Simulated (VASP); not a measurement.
# KCl (P1) in VASP: single point with LDA

Aim: the single point of KCl with LDA.

All numbers are computed with VASP 6.6.1; they aren't measurements. Logs are shortened: lines on timing, memory, paths and dates and some standing lists are left out, and cuts for length are marked.

### Step 1. The cell of the first run

The typed cell holds 8 atoms: a = 7.675 Å, b = 7.675 Å, c = 3.838 Å, α = 90.00°, β = 90.00°, γ = 90.00°.

### Step 2. Single point, LDA

The input, INCAR:

```
PREC = Accurate
ENCUT = 400
EDIFF = 1E-6
ISMEAR = -1
SIGMA = 0.1
LREAL = F
LASPH = T
NELM = 120
ALGO = Normal
ISIF = 2
LWAVE = F
LCHARG = F
GGA = CA
NBANDS = 42
GGA_COMPAT = F
```

The input, KPOINTS:

```
Automatic mesh
0
Gamma
  1 1 2
```

The input, POSCAR:

```
KCl
1.0
    7.6752280000      0.0000000000      0.0000000000
    0.0000000000      7.6752280000      0.0000000000
    0.0000000000      0.0000000000      3.8376140000
K Cl
4 4
Direct
    0.0018009888     -0.0069442888     -0.0068550407
    0.0002439015      0.4980898287      0.0196575268
    0.4973573423      0.0021136831      0.0184786693
    0.4989480443      0.5139219317     -0.0082405370
    0.2542702315      0.2435364787      0.5005526872
    0.2452469164      0.7443131331      0.4742094958
    0.7552707229      0.2510599034      0.4966836164
    0.7497624826      0.7561951254      0.5095059065
```

Potentials or basis: VASP PAW LDA potentials, release 64 (K_sv, Cl).

Launch:

```bash
> cat potpaw_LDA.64/K_sv/POTCAR potpaw_LDA.64/Cl/POTCAR > POTCAR
> mpirun -np 1 vasp_std > vasp.out
```

OUTCAR:

```text
PREC = Accurate
   ENCUT = 400
   EDIFF = 1E-6
   ISMEAR = -1
   LREAL = F
   LASPH = T
   NELM = 120
   ISIF = 2
   GGA = CA

 ion  position               nearest neighbor table
   1  0.002  0.993  0.993-   2 3.80   3 3.81
   2  0.000  0.498  0.020-   6 3.19   7 3.24   1 3.80
   3  0.497  0.002  0.018-   5 3.22   4 3.75   1 3.81
   4  0.499  0.514  0.992-   6 3.22   3 3.75
   5  0.254  0.244  0.501-   3 3.22
   6  0.245  0.744  0.474-   2 3.19   4 3.22
   7  0.755  0.251  0.497-   2 3.24
   8  0.750  0.756  0.510-

  LATTYP: Found a simple tetragonal cell.
 ALAT       =     7.6752280000
 C/A-ratio  =     0.5000000000

  Lattice vectors:

 A1 = (   7.6752280000,   0.0000000000,   0.0000000000)
 A2 = (   0.0000000000,   7.6752280000,   0.0000000000)
 A3 = (   0.0000000000,   0.0000000000,   3.8376140000)

Analysis of symmetry for initial positions (statically):
=====================================================================
 Subroutine PRICEL returns:
 Original cell was already a primitive cell.

 Routine SETGRP: Setting up the symmetry group for a
 simple tetragonal supercell.

 Subroutine GETGRP returns: Found  1 space group operations
 (whereof  1 operations were pure point group operations)
 out of a pool of 16 trial point group operations.

The static configuration has the point symmetry C_1 .

Analysis of symmetry for dynamics (positions and initial velocities):
=====================================================================
 Subroutine PRICEL returns:
 Original cell was already a primitive cell.

 Routine SETGRP: Setting up the symmetry group for a
 simple tetragonal supercell.

 Subroutine GETGRP returns: Found  1 space group operations
 (whereof  1 operations were pure point group operations)
 out of a pool of 16 trial point group operations.

The dynamic configuration has the point symmetry C_1 .

 Subroutine INISYM returns: Found  1 space group operations
 (whereof  1 operations are pure point group operations),
 and found     1 'primitive' translations

----------------------------------------------------------------------------------------

                                     Primitive cell

[... 85 lines left out ...]
   ISIF   =      2    stress and relaxation
   ISYM   =      2    0-nonsym 1-usesym 2-fastsym
   POTIM  = 0.5000    time-step for ionic-motion
   TEBEG  =    0.0;   TEEND  =   0.0 temperature during run
   PSTRESS=    0.0 pullay stress
   NELECT =      64.0000    total number of electrons
   NUPDOWN=      -1.0000    fix difference up-down
   EMIN   =  10.00;   EMAX   =-10.00  energy-range for DOS
   EFERMI =   0.00;   METHOD = LEGACY
   ISMEAR =    -1;   SIGMA  =   0.10  broadening in eV -4-tet -1-fermi 0-gaus
   EFERMI_NEDOS =   21; number of points for ismear=-14 and -15
   IALGO  =     38    algorithm
   IMIX   =      4    mixing-type and parameters
     AMIX     =   0.40;   BMIX     =  1.00
     AMIX_MAG =   1.60;   BMIX_MAG =  1.00
  volume/ion in A,a.u.               =      28.26       190.70
  Fermi-wavevector in a.u.,A,eV,Ry     =   1.074947  2.031354 15.721669  1.155510
  Thomas-Fermi vector in A             =   2.210789
   LORBIT       =      0    0 simple, 1 ext, 2 COOP (PROOUT), +10 PAW based schemes
   GGA     = CA    functional components
   LHFCALC =     F    Hartree Fock is set to
   AEXX    =    0.0000 exact exchange contribution
   IVDW    =     0    specifies the selected vdW correction
   LEPSILON=     F    determine dielectric tensor
   LRPA    =     F    only Hartree local field effects (RPA)
 non-spin polarized calculation
  energy-cutoff  :      400.00
  volume of cell :      226.07
 maximum number of plane-waves:      4132
 NGX is ok and might be reduce to    50
   NGX = 25   NGY = 25   NGZ = 13

 number of electron      64.0000002 magnetization

 Free energy of the ion-electron system (eV)
  ---------------------------------------------------
  ext. energy  EPLUGINS =         0.00000000
  ---------------------------------------------------
  free energy    TOTEN  =       -28.09449922 eV

  energy without entropy =      -28.09449921  energy(sigma->0) =      -28.09449921

 E-fermi :   1.2943     XC(G=0):  -8.6004

 val. band max:       -0.8655423974   @ k =   0.0000   0.0000   0.0000
 cond. band min:       3.3381577975   @ k =   0.0000   0.0000   0.0000
 fundamental gap:      4.2037001949
 Fermi energy:         1.2942637569

 k-point     1 :       0.0000    0.0000    0.0000
  band No.  band energies     occupation
      1     -28.8274      2.00000
      2     -28.7664      2.00000
      3     -28.7640      2.00000
      4     -28.7209      2.00000
      5     -13.6706      2.00000
      6     -13.6316      2.00000
[... 34 lines left out ...]
     41       6.5162      0.00000
     42       6.8808      0.00000

 k-point     2 :       0.0000    0.0000    0.5000
  band No.  band energies     occupation
      1     -28.8076      2.00000
      2     -28.7467      2.00000
      3     -28.7446      2.00000
      4     -28.7018      2.00000
      5     -13.6434      2.00000
      6     -13.1620      2.00000
[... 34 lines left out ...]
     41       7.3923      0.00000
     42       7.4137      0.00000

------------------------ aborting loop because EDIFF is reached ----------------------------------------

  FORCE on cell =-STRESS in cart. coord.  units (eV):
  Direction    XX          YY          ZZ          XY          YZ          ZX
  --------------------------------------------------------------------------------------
  -------------------------------------------------------------------------------------
  Total       -2.4361491     -2.4089721     -2.3528414      0.0206158      0.0333600      0.0004751
  in kB      -17.2651591    -17.0725540    -16.6747515      0.1461053      0.2364244      0.0033670
  external PRESSURE =     -17.0041549 kB  Pullay stress =       0.0000000 kB

 VOLUME and BASIS-vectors are now :
 -----------------------------------------------------------------------------
  energy-cutoff  :      400.00
  volume of cell :      226.07
      direct lattice vectors                 reciprocal lattice vectors
     7.675228000  0.000000000  0.000000000     0.130289289  0.000000000  0.000000000
     0.000000000  7.675228000  0.000000000     0.000000000  0.130289289  0.000000000
     0.000000000  0.000000000  3.837614000     0.000000000  0.000000000  0.260578578

 POSITION                                       TOTAL-FORCE (eV/Angst)
 -----------------------------------------------------------------------------------
      0.01382      7.62193      3.81131        -0.039926      0.086029     -0.007360
      0.00187      3.82295      0.07544        -0.031242     -0.082262     -0.011663
      3.81733      0.01622      0.07091         0.052946      0.103740     -0.000716
      3.82954      3.94447      3.80599         0.027472     -0.119461     -0.012976
      1.95158      1.86920      1.92093         0.017218      0.005713      0.045190
      1.88233      5.71277      1.81983         0.032082     -0.018812     -0.038353
      5.79687      1.92694      1.90608        -0.003082      0.054586     -0.019141
      5.75460      5.80397      1.95529        -0.055469     -0.029531      0.045019
 -----------------------------------------------------------------------------------
    total drift:                                0.000151     -0.000644      0.000286

  FREE ENERGIE OF THE ION-ELECTRON SYSTEM (eV)
  ---------------------------------------------------
  free  energy   TOTEN  =       -28.0944992156 eV

  energy  without entropy=      -28.0944992095  energy(sigma->0) =      -28.09449921
```

OSZICAR:

```text
N       E                     dE             d eps       ncg     rms          rms(c)
DAV:   1     0.441644774074E+03    0.44164E+03   -0.25270E+04   168   0.112E+03
DAV:   2     0.743653115088E+01   -0.43421E+03   -0.41692E+03   228   0.335E+02
DAV:   3    -0.284840533583E+02   -0.35921E+02   -0.35811E+02   240   0.843E+01
DAV:   4    -0.295605789393E+02   -0.10765E+01   -0.10744E+01   264   0.160E+01
DAV:   5    -0.296026370218E+02   -0.42058E-01   -0.42048E-01   256   0.193E+00    0.603E+00
DAV:   6    -0.283196002912E+02    0.12830E+01   -0.26522E+00   198   0.490E+00    0.484E+00
DAV:   7    -0.281170585149E+02    0.20254E+00   -0.64587E-01   208   0.268E+00    0.320E+00
DAV:   8    -0.280944460408E+02    0.22612E-01   -0.10235E-01   222   0.138E+00    0.424E-01
DAV:   9    -0.280942930424E+02    0.15300E-03   -0.14460E-02   224   0.406E-01    0.215E-01
DAV:  10    -0.280945655012E+02   -0.27246E-03   -0.25288E-03   216   0.230E-01    0.102E-01
DAV:  11    -0.280944985553E+02    0.66946E-04   -0.32561E-04   232   0.731E-02    0.193E-02
DAV:  12    -0.280944986370E+02   -0.81660E-07   -0.46636E-05   256   0.268E-02    0.781E-03
DAV:  13    -0.280944992156E+02   -0.57859E-06   -0.31655E-06   192   0.816E-03
   1 F= -.28094499E+02 E0= -.28094499E+02  d E =-.604993E-08
```

Run time: 14 s. Hardware: 1 thread of Intel Xeon Platinum 8259CL at 2.50GHz (Skylake/Cascade Lake), shared host; peak memory 0.19 GiB.

What came out:

```yaml
Free_energy: -28.0945 eV
Pressure: -1.7 GPa
Largest_force: 0.123 eV/Å
Band_gap_on_the_k_mesh: 4.20 eV
```

Forces on the atoms (eV/Å):
```
K   -0.040  0.086 -0.007
K   -0.031 -0.082 -0.012
K    0.053  0.104 -0.001
K    0.027 -0.119 -0.013
Cl   0.017  0.006  0.045
Cl   0.032 -0.019 -0.038
Cl  -0.003  0.055 -0.019
Cl  -0.055 -0.030  0.045
```

Caveat: the k points lie up to 0.82 Å⁻¹ apart.
